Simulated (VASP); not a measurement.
Write the native input for VASP 6.6.1 that does the following.

- Task: single point
- Functional: LDA
- Potentials or basis: VASP PAW LDA potentials, release 64 (Se, Zn)
- Cutoff: 520 eV
- k mesh: 8 × 8 × 8
- Occupations: gaussian, width 0.01 eV
- Spin: no spin polarisation
- Dipole correction: no
- Further INCAR settings: ALGO = Normal; EDIFF = 1e-06; NBANDS = 16

The structure of ZnSe (Stilleite) lies in POSCAR:

```
ZnSe
1.0
    0.0000000000      2.8338000000      2.8338000000
    2.8338000000      0.0000000000      2.8338000000
    2.8338000000      2.8338000000      0.0000000000
Se Zn
1 1
Direct
    0.7500000000      0.7500000000      0.7500000000
    0.0000000000      0.0000000000      0.0000000000
```

These files were run (other wordings do the same):

INCAR

```
SYSTEM = ZnSe
PREC = Accurate
ENCUT = 520
EDIFF = 1E-6
ISMEAR = 0
SIGMA = 0.01
LREAL = .FALSE.
LASPH = .TRUE.
NELM = 60
ALGO = Normal
ISIF = 2
LWAVE = .FALSE.
LCHARG = .FALSE.
GGA = CA
NBANDS = 16
```

KPOINTS

```
Automatic mesh
0
G
  8 8 8
  0 0 0
```

Potentials or basis: VASP PAW LDA potentials, release 64 (Se, Zn).

The run is started by

```console
$ cat potpaw_LDA.64/Se/POTCAR potpaw_LDA.64/Zn/POTCAR > POTCAR
$ mpirun -np 1 vasp_std > vasp.out
```

It gave:

- Pressure: -3.1 GPa
- Band gap on the k mesh: 1.07 eV, direct

Wall time 9.4 s on 1 thread of Intel(R) Xeon(R) 6975P-C (Granite Rapids), with other jobs on the host, peak memory 0.15 GiB.
